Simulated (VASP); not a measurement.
Wanted: the native input for a VASP 6.6.1 run.

| Property | Result |
| --- | --- |
| Task | single point |
| Functional | PBE |
| Potentials or basis | VASP PAW PBE potentials, release 64 (Tl_d, Bi_d, O) |
| Cutoff | 520 eV |
| k mesh | 12 × 12 × 12 |
| Occupations | gaussian, width 0.1 eV |
| Spin | no spin polarisation |
| Dipole correction | no |
| Further INCAR settings | ALGO = Normal; EDIFF = 1e-07; NBANDS = 35 |

The structure of TlBiO4 lies in POSCAR:

```
TlBiO4
1.0
    1.9358871448      1.1176849641      6.1357930839
   -1.9358871448      1.1176849641      6.1357930839
    0.0000000000     -2.2353699283      6.1357930839
Tl Bi O
1 1 4
Direct
    0.5000000000      0.5000000000      0.5000000000
    0.0000000000      0.0000000000      0.0000000000
    0.3652871948      0.3652871948      0.3652871948
    0.8814586509      0.8814586509      0.8814586509
    0.1185413491      0.1185413491      0.1185413491
    0.6347128052      0.6347128052      0.6347128052
```

The cell was built from a structure type or drawn by symmetry, and may not be a known phase.

One way to write it, as run:

INCAR

```
ALGO     = Normal         # electronic algorithm
EDIFF    = 1E-7           # SCF threshold, eV
ENCUT    = 520            # plane-wave cutoff, eV
GGA      = PE             # functional
ISIF     = 2              # what is computed and relaxed
ISMEAR   = 0              # smearing method
LASPH    = True           # aspherical terms in the spheres
LCHARG   = False          # write CHGCAR
LREAL    = False          # projectors in reciprocal space
LWAVE    = False          # write WAVECAR
NBANDS   = 35             # bands
NELM     = 60             # most SCF steps
PREC     = Accurate       # precision mode
SIGMA    = 0.1            # smearing width, eV
```

KPOINTS

```
k-points
0
Gamma
  12 12 12
```

Potentials or basis: VASP PAW PBE potentials, release 64 (Tl_d, Bi_d, O).

Command:

```sh
$ cat potpaw_PBE.64/Tl_d/POTCAR potpaw_PBE.64/Bi_d/POTCAR potpaw_PBE.64/O/POTCAR > POTCAR
$ mpirun -np 1 vasp_std > vasp.out
```

Results of the run:

```yaml
Pressure: 0.3 GPa
Largest_force: 0.031 eV/Å
Band_gap_on_the_k_mesh: zero (bands 26 and 27 overlap by 0.99 eV)
```

Caveat: spin-orbit coupling is left out, which moves the levels of the heavy elements.

It took 33 min on 1 thread of Intel Xeon 8259CL, on a shared host, peak memory 0.69 GiB.
